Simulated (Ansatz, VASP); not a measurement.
# Two plane-wave programs on Zn2C

INCAR

```
SYSTEM = Zn2C
ALGO = Normal
EDIFF = 1E-6
EDIFFG = -0.005
ENCUT = 600
GGA = PE
IBRION = 2
ISIF = 3
ISMEAR = -1
LASPH = .True.
LCHARG = .False.
LREAL = .False.
LWAVE = .False.
NELM = 60
NSW = 100
PREC = Accurate
SIGMA = 0.08
```

KPOINTS

```
k-points
0
Gamma
  11 11 11
  0 0 0
```

Contents of POSCAR:

```
Zn2C
1.0
    0.0000000000      2.6198179087      2.6198179087
    2.6198179087      0.0000000000      2.6198179087
    2.6198179087      2.6198179087      0.0000000000
C Zn
1 2
Direct
    0.0000000000      0.0000000000      0.0000000000
    0.2500000000      0.2500000000      0.2500000000
    0.7500000000      0.7500000000      0.7500000000
```

Input for Ansatz:

```yaml
crystal:
  lattice:
    - [0.0, 2.6198179087, 2.6198179087]
    - [2.6198179087, 0.0, 2.6198179087]
    - [2.6198179087, 2.6198179087, 0.0]
  atoms:
    - { symbol: C, position: [0.0, 0.0, 0.0] }
    - { symbol: Zn, position: [0.25, 0.25, 0.25] }
    - { symbol: Zn, position: [0.75, 0.75, 0.75] }
kpoints:
  mp_grid: { grid: [11, 11, 11] }
scf:
  occupations: { method: fermi_dirac, width: 0.08 }
hamiltonian:
  xc: pbe
  pseudopotentials: { kind: paw }
output:
  forces: true
  stress: true
relax:
  f_tol: 0.005
  max_steps: 80
  cell: {}
```

Alike in both runs: task relaxation of cell and atoms; functional PBE; k mesh 11 × 11 × 11; occupations fermi-dirac, width 0.08 eV; no spin polarisation.

```csv
,VASP,Ansatz
version,VASP 6.6.1,Ansatz 0.2.0
potentials or method,"VASP PAW PBE potentials, release 64 (C, Zn)","PAW with Ansatz's default frozen-core files, scalar-relativistic"
plane-wave cutoff (eV),600,420
valence electrons in the cell,28,28
```

```tsv
	VASP	Ansatz	Ansatz less VASP
relaxed volume (Å³/atom)	11.82	11.78	-0.045
relaxed cell length with the largest relative difference (Å)	3.688	3.683	-0.0047
```
